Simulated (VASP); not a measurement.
A run of VASP 6.6.1 is set up as follows.

Contents of INCAR:

```
ALGO = Normal
EDIFF = 1E-6
ENCUT = 520
GGA = PE
ISIF = 2
ISMEAR = 0
ISPIN = 2
LASPH = True
LCHARG = False
LMAXMIX = 4
LORBIT = 11
LREAL = False
LWAVE = False
MAGMOM = 0 0 0 0 2.99
NBANDS = 31
NELM = 150
PREC = Accurate
SIGMA = 0.1
```

Contents of KPOINTS:

```
k-points
0
Gamma
  8 8 8
```

POSCAR

```
KP3Ru
1.0
    5.0322952094      0.0000000000      0.0000000000
    0.0000000000      5.0322952094      0.0000000000
    0.0000000000      0.0000000000      5.0322952094
K P Ru
1 3 1
Direct
    0.5000000000      0.5000000000      0.5000000000
    0.0000000000      0.5000000000      0.5000000000
    0.5000000000      0.5000000000      0.0000000000
    0.5000000000      0.0000000000      0.5000000000
    0.0000000000      0.0000000000      0.0000000000
```

Potentials or basis: VASP PAW PBE potentials, release 64 (K_sv, P, Ru_pv).

Run with:

```sh
$ cat potpaw_PBE.64/K_sv/POTCAR potpaw_PBE.64/P/POTCAR potpaw_PBE.64/Ru_pv/POTCAR > POTCAR
$ mpirun -np 1 vasp_std > vasp.out
```

(1) Predict the site moments.

(2) Predict the pressure.

(3) What does it give for the net moment?

## Answers

(1) K +0.05; P -0.00; Ru +2.56 μB.

(2) 0.3 GPa.

(3) 2.73 μB per cell.
